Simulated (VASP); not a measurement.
Set up this calculation in VASP 6.6.1, as the native input.

* Task: single point
* Functional: r2SCAN
* Potentials or basis: VASP PAW PBE potentials, release 64 (Nb_sv)
* Cutoff: 550 eV
* k mesh: 5 × 5 × 5
* Occupations: fermi-dirac, width 0.05 eV
* Spin: no spin polarisation
* Dipole correction: no
* Further INCAR settings: ALGO = Normal; EDIFF = 1e-06; NBANDS = 12

Nb:

```
Nb
1.0
    -1.66395    1.66395    1.66395
     1.66395   -1.66395    1.66395
     1.66395    1.66395   -1.66395
Nb
1
Direct
  0.00000 0.00000 0.00000
```

These files were run (other wordings do the same):

POSCAR

```
Nb
1.0
   -1.6639500000      1.6639500000      1.6639500000
    1.6639500000     -1.6639500000      1.6639500000
    1.6639500000      1.6639500000     -1.6639500000
Nb
1
Direct
    0.0000000000      0.0000000000      0.0000000000
```

INCAR.step1

```
  PREC = Accurate
  ENCUT = 550
  ISMEAR = -1
  SIGMA = 0.05
  LREAL = F
  LASPH = T
  NELM = 120
  NBANDS = 12
  GGA = PE
  ALGO = Normal
  EDIFF = 1E-5
  LWAVE = T
  LCHARG = F
  GGA_COMPAT = F
```

INCAR.step2

```
  PREC = Accurate
  ENCUT = 550
  EDIFF = 1E-6
  ISMEAR = -1
  SIGMA = 0.05
  LREAL = F
  LASPH = T
  NELM = 120
  ALGO = Normal
  ISIF = 2
  LWAVE = F
  LCHARG = F
  METAGGA = R2SCAN
  LMIXTAU = T
  NBANDS = 12
  ISTART = 1
  GGA_COMPAT = F
```

KPOINTS

```
Automatic mesh
0
Gamma
  5 5 5
```

Potentials or basis: VASP PAW PBE potentials, release 64 (Nb_sv).

Command:

```bash
$ cat potpaw_PBE.64/Nb_sv/POTCAR > POTCAR
$ cp INCAR.step1 INCAR
$ mpirun -np 1 vasp_std > vasp.out
$ cp INCAR.step2 INCAR
$ mpirun -np 1 vasp_std > vasp.out
```

Results of the run:

```yaml
Pressure: -5.3 GPa
```

Caveat: the k points lie up to 0.53 Å⁻¹ apart; the PAW data sets were made with another functional, which shifts forces and pressure a little.

Run time: 14 s on 1 thread of Intel(R) Xeon(R) Platinum 8259CL CPU @ 2.50GHz (Skylake/Cascade Lake), on a shared host, peak memory 0.14 GiB.
